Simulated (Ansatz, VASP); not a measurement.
**One calculation of As, two programs**

Contents of INCAR:

```
PREC = Accurate ; ENCUT = 520
EDIFF = 1E-8 ; ISMEAR = -1
SIGMA = 0.05 ; LREAL = False
LASPH = True ; NELM = 100
ALGO = Normal ; ISIF = 2
LWAVE = False ; LCHARG = False
GGA = PS ; LEFG = True
NBANDS = 12
```

Contents of KPOINTS:

```
regular mesh
0
Gamma
  12 12 12
```

Contents of POSCAR:

```
As
1.0
    1.9081937908      1.1016961988      3.7650727696
   -1.9081937908      1.1016961988      3.7650727696
    0.0000000000     -2.2033923975      3.7650727696
As
2
Direct
    0.2244335900      0.2244335900      0.2244335900
    0.7755664100      0.7755664100      0.7755664100
```

Input for Ansatz:

```yaml
crystal:
  lattice:
    - [1.9081937908, 1.1016961988, 3.7650727696]
    - [-1.9081937908, 1.1016961988, 3.7650727696]
    - [0.0, -2.2033923975, 3.7650727696]
  atoms:
    - { symbol: As, position: [0.22443359, 0.22443359, 0.22443359] }
    - { symbol: As, position: [0.77556641, 0.77556641, 0.77556641] }
kpoints:
  mp_grid: { grid: [12, 12, 12] }
scf:
  occupations: { method: fermi_dirac, width: 0.05 }
hamiltonian:
  xc: pbesol
  pseudopotentials: { kind: paw }
output:
  forces: true
  stress: true
  eigenvalues: true
  efg: { contact_densities: true }
```

Change from the starting cell: volume scaled by 1.05, PAW files.

Alike in both runs: task electric field gradients; functional PBEsol; k mesh 12 × 12 × 12; occupations fermi-dirac, width 0.05 eV; no spin polarisation.

|  | VASP | Ansatz |
| --- | --- | --- |
| version | VASP 6.6.1 | Ansatz 0.2.0 |
| potentials or method | VASP PAW PBE potentials, release 64 (As) | PAW with Ansatz's default frozen-core files, scalar-relativistic |
| plane-wave cutoff (eV) | 520 | 420 |
| valence electrons in the cell | 10 | 30 |

|  | VASP | Ansatz | Ansatz less VASP |
| --- | --- | --- | --- |
| pressure (GPa) | -4.1 | -4.4 | -0.29 |
| traceless stress, the component that is largest in VASP (GPa) | 0.08 | 0.16 | +0.079 |
| rms of the force components (eV/Å) | 0.064 | 0.096 | +0.0322 |
| size of Vzz on the site where it differs most (V/Å²) | 50.7 | 53.9 | +3.19 |

VASP's potentials were made for PBE, not for PBEsol. Atom by atom the forces differ by 0.032 eV/Å (rms over components). With one functional, cell and mesh, what is left measures potentials, basis and numerics. VASP's potentials hold 10 valence electrons a cell and Ansatz's 30, so a difference there can come from the potentials and not from the codes.
